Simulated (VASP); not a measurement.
# Os (P6_3/mmc) in VASP: notebook, part 2 of 2

VASP 6.6.1.

### Step 4. Relaxation of cell and atoms, LDA

This run uses another cell than the first one, of 13.92 Å³/atom.

File INCAR:

```
SYSTEM = Os
PREC     = Accurate       ! precision mode
ENCUT    = 600            ! plane-wave cutoff, eV
EDIFF    = 1E-7           ! SCF threshold, eV
ISMEAR   = -1             ! smearing method
SIGMA    = 0.05           ! smearing width, eV
LREAL    = .False.        ! projectors in reciprocal space
LASPH    = .True.         ! aspherical terms in the spheres
NELM     = 60             ! most SCF steps
ALGO     = Normal         ! electronic algorithm
ISIF     = 3              ! what is computed and relaxed
LWAVE    = .False.        ! write WAVECAR
LCHARG   = .False.        ! write CHGCAR
IBRION   = 2              ! ionic algorithm
NSW      = 60             ! ionic steps
EDIFFG   = -0.01          ! ionic threshold
```

File KPOINTS:

```
regular mesh
0
Gamma
  20 20 11
  0 0 0
```

File POSCAR:

```
Os
1.0
    2.7000000000      0.0000000000      0.0000000000
   -1.3500000000      2.3382685902      0.0000000000
    0.0000000000      0.0000000000      4.4091000000
Os
2
Direct
    0.3333333333      0.6666666667      0.2500000000
    0.6666666667      0.3333333333      0.7500000000
```

Potentials or basis: VASP PAW LDA potentials, release 64 (Os).

Run with:

```sh
cat potpaw_LDA.64/Os/POTCAR > POTCAR
mpirun -np 1 vasp_std > vasp.out
```

OUTCAR:

```text
SYSTEM = Os
   PREC = Accurate
   ENCUT = 600
   EDIFF = 1E-7
   ISMEAR = -1
   LREAL = .False.
   LASPH = .True.
   NELM = 60
   ISIF = 3
   IBRION = 2
   NSW = 60
   EDIFFG = -0.01

 ion  position               nearest neighbor table
   1  0.333  0.667  0.250-   2 2.70   2 2.70   2 2.70   2 2.70   2 2.70   2 2.70
   2  0.667  0.333  0.750-   1 2.70   1 2.70   1 2.70   1 2.70   1 2.70   1 2.70

  LATTYP: Found a hexagonal cell.
 ALAT       =     2.7000000000
 C/A-ratio  =     1.6330000000

  Lattice vectors:

 A1 = (   2.7000000000,   0.0000000000,   0.0000000000)
 A2 = (  -1.3500000000,   2.3382685902,   0.0000000000)
 A3 = (   0.0000000000,   0.0000000000,   4.4091000000)

Analysis of symmetry for initial positions (statically):
=====================================================================
 Subroutine PRICEL returns:
 Original cell was already a primitive cell.

 Routine SETGRP: Setting up the symmetry group for a
 hexagonal supercell.

 Subroutine GETGRP returns: Found 24 space group operations
 (whereof 12 operations were pure point group operations)
 out of a pool of 24 trial point group operations.

The static configuration has the point symmetry D_3d.
 The point group associated with its full space group is D_6h.

Analysis of symmetry for dynamics (positions and initial velocities):
=====================================================================
 Subroutine PRICEL returns:
 Original cell was already a primitive cell.

 Routine SETGRP: Setting up the symmetry group for a
 hexagonal supercell.

 Subroutine GETGRP returns: Found 24 space group operations
 (whereof 12 operations were pure point group operations)
 out of a pool of 24 trial point group operations.

The dynamic configuration has the point symmetry D_3d.
 The point group associated with its full space group is D_6h.

 Subroutine INISYM returns: Found 24 space group operations
 (whereof 12 operations are pure point group operations),
 and found     1 'primitive' translations

----------------------------------------------------------------------------------------

                                     Primitive cell

  volume of cell :      27.8361

  direct lattice vectors                    reciprocal lattice vectors
     2.700000000  0.000000000  0.000000000     0.370370370  0.213833433  0.000000000
    -1.350000000  2.338268590  0.000000000     0.000000000  0.427666866  0.000000000
     0.000000000  0.000000000  4.409100000     0.000000000  0.000000000  0.226803656

  length of vectors
     2.700000000  2.700000000  4.409100000     0.427666866  0.427666866  0.226803656

  position of ions in fractional coordinates (direct lattice)
     0.333333333  0.666666667  0.250000000
     0.666666667  0.333333333  0.750000000

  ion indices of the primitive-cell ions
   primitive index   ion index
                 1           1
                 2           2

----------------------------------------------------------------------------------------

 KPOINTS: regular mesh

Automatic generation of k-mesh.
 Grid dimensions read from file:
 generate k-points for:   20   20   11

 Generating k-lattice:

  Cartesian coordinates                     Fractional coordinates (reciprocal lattice)
     0.018518519  0.010691672  0.000000000     0.050000000  0.000000000  0.000000000
     0.000000000  0.021383343  0.000000000     0.000000000  0.050000000  0.000000000
[... 45 lines left out ...]
   ions per type =               2
   NGX,Y,Z   is equivalent  to a cutoff of  14.78, 14.78, 13.57 a.u.
   NGXF,Y,Z  is equivalent  to a cutoff of  29.55, 29.55, 27.15 a.u.
 SYSTEM =  Os
   PREC   = accura    normal or accurate (medium, high low for compatibility)
   ISTART =      0    job   : 0-new  1-cont  2-samecut
   ICHARG =      2    charge: 1-file 2-atom 10-const
   ISPIN  =      1    spin polarized calculation?
   LNONCOLLINEAR =      F non collinear calculations
   LSORBIT =      F    spin-orbit coupling
   LASPH  =      T    aspherical Exc in radial PAW
   ENCUT  =  600.0 eV  44.10 Ry    6.64 a.u.   5.39  5.39  8.81*2*pi/ulx,y,z
   NELM   =     60;   NELMIN=  2; NELMDL= -5     # of ELM steps
   EDIFF  = 0.1E-06   stopping-criterion for ELM
   LREAL  =      F    real-space projection
   EDIFFG = -.1E-01   stopping-criterion for IOM
   NSW    =     60    number of steps for IOM
   IBRION =      2    ionic relax: 0-MD 1-quasi-New 2-CG
   NFREE  =      1    steps in history (QN), initial steepest desc. (CG)
   ISIF   =      3    stress and relaxation
   ISYM   =      2    0-nonsym 1-usesym 2-fastsym
   POTIM  = 0.5000    time-step for ionic-motion
   TEBEG  =    0.0;   TEEND  =   0.0 temperature during run
   PSTRESS=    0.0 pullay stress
   NELECT =      16.0000    total number of electrons
   NUPDOWN=      -1.0000    fix difference up-down
   EMIN   =  10.00;   EMAX   =-10.00  energy-range for DOS
   EFERMI =   0.00;   METHOD = LEGACY
   ISMEAR =    -1;   SIGMA  =   0.05  broadening in eV -4-tet -1-fermi 0-gaus
   EFERMI_NEDOS =   21; number of points for ismear=-14 and -15
   IALGO  =     38    algorithm
   IMIX   =      4    mixing-type and parameters
     AMIX     =   0.40;   BMIX     =  1.00
     AMIX_MAG =   1.60;   BMIX_MAG =  1.00
  volume/ion in A,a.u.               =      13.92        93.92
  Fermi-wavevector in a.u.,A,eV,Ry     =   1.361169  2.572237 25.208625  1.852782
  Thomas-Fermi vector in A             =   2.487768
   LORBIT       =      0    0 simple, 1 ext, 2 COOP (PROOUT), +10 PAW based schemes
   GGA     = CA    functional components
   LHFCALC =     F    Hartree Fock is set to
   AEXX    =    0.0000 exact exchange contribution
   IVDW    =     0    specifies the selected vdW correction
   LEPSILON=     F    determine dielectric tensor
   LRPA    =     F    only Hartree local field effects (RPA)
 conjugate gradient relaxation of ions
 non-spin polarized calculation
  energy-cutoff  :      600.00
  volume of cell :       27.84
 maximum number of plane-waves:       960
 NGX is ok and might be reduce to    24
   NGX = 11   NGY = 11   NGZ = 17

--------------------------------------- Ionic step        1  -------------------------------------------

 number of electron      16.0000000 magnetization

 Free energy of the ion-electron system (eV)
  ---------------------------------------------------
  ext. energy  EPLUGINS =         0.00000000
  ---------------------------------------------------
  free energy    TOTEN  =       -25.26590700 eV

  energy without entropy =      -25.25413183  energy(sigma->0) =      -25.26001941

------------------------ aborting loop because EDIFF is reached ----------------------------------------

  FORCE on cell =-STRESS in cart. coord.  units (eV):
  Direction    XX          YY          ZZ          XY          YZ          ZX
  --------------------------------------------------------------------------------------
  -------------------------------------------------------------------------------------
  Total        0.2125703      0.2125703     -3.4762018     -0.0000000      0.0000000      0.0000000
  in kB       12.2350329     12.2350329   -200.0817391     -0.0000000      0.0000000      0.0000000
  external PRESSURE =     -58.5372245 kB  Pullay stress =       0.0000000 kB
[... 23 lines left out ...]
--------------------------------------- Ionic step        2  -------------------------------------------

 number of electron      16.0000001 magnetization

 E-fermi :  10.7686     XC(G=0): -14.6410

 val. band max:       10.7636120773   @ k =   0.0000   0.0000   0.3636
 cond. band min:      10.7703005136   @ k =   0.4500   0.0000   0.4545
 fundamental gap:      0.0066884363
 Fermi energy:        10.7686084543

 k-point     1 :       0.0000    0.0000    0.0000
  band No.  band energies     occupation
      1      -0.8938      2.00000
      2       2.1359      2.00000
      3       7.1227      2.00000
      4       7.1227      2.00000
      5       8.2847      2.00000
      6       8.2847      2.00000
      7       8.2993      2.00000
      8       8.3362      2.00000
      9       8.3362      2.00000
     10      11.6912      0.00000
     11      12.5807      0.00000
     12      12.5807      0.00000
[... 596 lines left out ...]
--------------------------------------- Ionic step        9  -------------------------------------------

 number of electron      16.0000001 magnetization

 Free energy of the ion-electron system (eV)
  ---------------------------------------------------
  ext. energy  EPLUGINS =         0.00000000
  ---------------------------------------------------
  free energy    TOTEN  =       -25.31613239 eV

  energy without entropy =      -25.30599756  energy(sigma->0) =      -25.31106498

 E-fermi :   9.7226     XC(G=0): -14.2829

 val. band max:        9.7112600649   @ k =   0.4000   0.0500   0.3636
 cond. band min:       9.7269546626   @ k =   0.5000  -0.0000   0.3636
 fundamental gap:      0.0156945977
 Fermi energy:         9.7226304889

 k-point     1 :       0.0000    0.0000    0.0000
  band No.  band energies     occupation
      1      -1.3575      2.00000
      2       1.7358      2.00000
      3       6.5167      2.00000
      4       6.5167      2.00000
      5       6.7945      2.00000
      6       7.3851      2.00000
      7       7.3851      2.00000
      8       8.0473      2.00000
      9       8.0473      2.00000
     10       9.8389      0.17820
     11      11.3979      0.00000
     12      11.3979      0.00000
[... 374 lines left out ...]
  FREE ENERGIE OF THE ION-ELECTRON SYSTEM (eV)
  ---------------------------------------------------
  free  energy   TOTEN  =       -25.3161323940 eV

  energy  without entropy=      -25.3059975596  energy(sigma->0) =      -25.31106498

 reached required accuracy - stopping structural energy minimisation
```

It took 2.7 min on 1 thread of Intel Xeon 6975P-C (Granite Rapids), shared host; peak memory 0.24 GiB.

Results:

```
Free energy                           : -25.3161 eV
Relaxed volume                        : 13.74 Å³/atom
Relaxed cell                          : a = 2.719 Å, b = 2.719 Å, c = 4.290 Å, α = 90.00°, β = 90.00°, γ = 120.00°
Space group after relaxing (to 0.1 Å) : P6_3/mmc (No. 194)
Energy gained by relaxing             : 25.1 meV/atom
Ionic steps                           : 9
Pressure after relaxing               : 0.0 GPa
Band gap on the k mesh                : zero (bands 8 and 9 overlap by 4.07 eV)
```

The path:
| step | energy change (eV) | largest force (eV/Å) | pressure (GPa) | volume (Å³) |
| --- | --- | --- | --- | --- |
| 1 | 0.0000 | 0.0000 | -5.85 | 27.84 |
| 2 | 0.2743 | 0.0000 | 37.70 | 25.76 |
| 3 | -0.0447 | 0.0000 | 3.05 | 27.28 |
| 4 | -0.0451 | 0.0000 | 3.87 | 27.24 |
| 5 | -0.0175 | 0.0000 | -9.38 | 28.12 |
| 6 | -0.0502 | 0.0000 | -0.18 | 27.48 |
| 7 | -0.0502 | 0.0000 | -0.10 | 27.48 |
| 8 | -0.0502 | 0.0000 | 0.23 | 27.46 |
| 9 | -0.0502 | 0.0000 | 0.01 | 27.47 |

Final structure:
```
Os
1.0
     2.71915    0.00000    0.00000
    -1.35957    2.35485    0.00000
     0.00000    0.00000    4.29033
Os
2
Cartesian
  0.0000 1.5699 1.0726
  1.3596 0.7849 3.2177
```

Caveat: spin-orbit coupling is left out, which moves the levels of the heavy elements.

### Step 5. The runs side by side

```csv
task,cell,cutoff (eV),gap on the mesh (eV),pressure (GPa),relaxed volume (Å³/atom)
single point,"a = 2.726, b = 2.726, c = 4.301 Å, angles 90.0, 90.0, 120.0°, 2 atoms",520,none,-3.5,-
relaxation of cell and atoms,"relaxed from a = 2.716, b = 2.716, c = 4.287 Å, angles 90.0, 90.0, 120.0°, 2 atoms",600,none,0.0,13.74
relaxation of cell and atoms,"relaxed from a = 2.700, b = 2.700, c = 4.409 Å, angles 90.0, 90.0, 120.0°, 2 atoms",600,none,0.0,13.74
```

Alike in all rows: level LDA; potentials or basis VASP PAW LDA potentials, release 64 (Os); no spin polarisation; k mesh 20 × 20 × 11; smearing fermi-dirac 0.05 eV.

Caveats: spin-orbit coupling is left out, which moves the levels of the heavy elements; the cell stands under tension (at least some runs).

Absolute energies hang on the potentials; compare differences alone.
